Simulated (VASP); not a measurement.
Here is a VASP 6.6.1 calculation.

The input INCAR:

```
PREC = Accurate ; ENCUT = 520
EDIFF = 1E-8 ; ISMEAR = -1
SIGMA = 0.02 ; LREAL = False
LASPH = True ; NELM = 100
ALGO = Normal ; ISIF = 2
LWAVE = False ; LCHARG = False
GGA = PE ; LEFG = True
NBANDS = 44
```

Contents of KPOINTS:

```
Automatic mesh
0
Gamma
  5 5 4
```

POSCAR

```
SiO2
1.0
    4.9926472100      0.0000000000      0.0000000000
    0.0000000000      4.9926472100      0.0000000000
    0.0000000000      0.0000000000      6.9339264200
Si O
4 8
Direct
    0.6986584000      0.6986584000      0.5000000000
    0.8013416000      0.1986584000      0.7500000000
    0.1986584000      0.8013416000      0.2500000000
    0.3013416000      0.3013416000      0.0000000000
    0.8935685900      0.7613864500      0.3201084900
    0.1064314100      0.2386135500      0.8201084900
    0.7613864500      0.8935685900      0.6798915100
    0.2613864500      0.6064314100      0.0701084900
    0.2386135500      0.1064314100      0.1798915100
    0.3935685900      0.7386135500      0.4298915100
    0.6064314100      0.2613864500      0.9298915100
    0.7386135500      0.3935685900      0.5701084900
```

Potentials or basis: VASP PAW PBE potentials, release 64 (Si, O).

Run with:

```console
$ cat potpaw_PBE.64/Si/POTCAR potpaw_PBE.64/O/POTCAR > POTCAR
$ mpirun -np 1 vasp_std > vasp.out
```

(1) What does it give for the largest force?

(2) Estimate the pressure.

(3) Predict the band gap on the k mesh.

Results:

(1) 0.283 eV/Å.

(2) 4.8 GPa.

(3) 5.72 eV.

Caveat: the cell stands under pressure; without QUAD_EFG the Cq values of the log hold for a quadrupole moment of 1 mb, not for the nuclei.
